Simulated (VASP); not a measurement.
The system is PtS2.

```xyz
3
Lattice="3.3906 0.0000 0.0000 -1.6953 2.9364 0.0000 0.0000 0.0000 5.1228" Properties=species:S:1:pos:R:3 pbc="T T T"
Pt    0.0000    0.0000    0.0000
S     0.0000    1.9576    1.3041
S     1.6953    0.9788    3.8187
```

This cell differs from its parent crystal: biaxial xy strain -4.6%.

Base run:

| Property | Result |
| --- | --- |
| Program | VASP 6.6.1 |
| Functional | PBE |
| Potentials or basis | VASP PAW PBE potentials, release 64 (Pt_sv_GW, S) |
| Cutoff | 500 eV |
| k mesh | 12 × 12 × 6 |
| Occupations | fermi-dirac, width 0.02 eV |
| Spin | no spin polarisation |

Its results: band gap on the k mesh 0.70 eV, indirect (least direct gap 0.79 eV); pressure 13.4 GPa; largest force 0.146 eV/Å.

Question: The run is repeated on the same cell with these changes: potentials or basis from VASP PAW PBE potentials, release 64 (Pt_sv_GW, S) to VASP PAW PBE potentials, release 64 (Pt, S); cutoff from 500 eV to 520 eV; further incar settings from ALGO = Normal; EDIFF = 1e-06; NBANDS = 22 to ALGO = Normal; EDIFF = 1e-06; NBANDS = 18; valence electrons from 30 to 22. What comes out?

Answer: Band gap on the k mesh 0.70 eV, indirect (least direct gap 0.79 eV); pressure 14.3 GPa; largest force 0.127 eV/Å.

Caveats: spin-orbit coupling is left out, which moves the levels of the heavy elements.

A k mesh can miss the band edges.
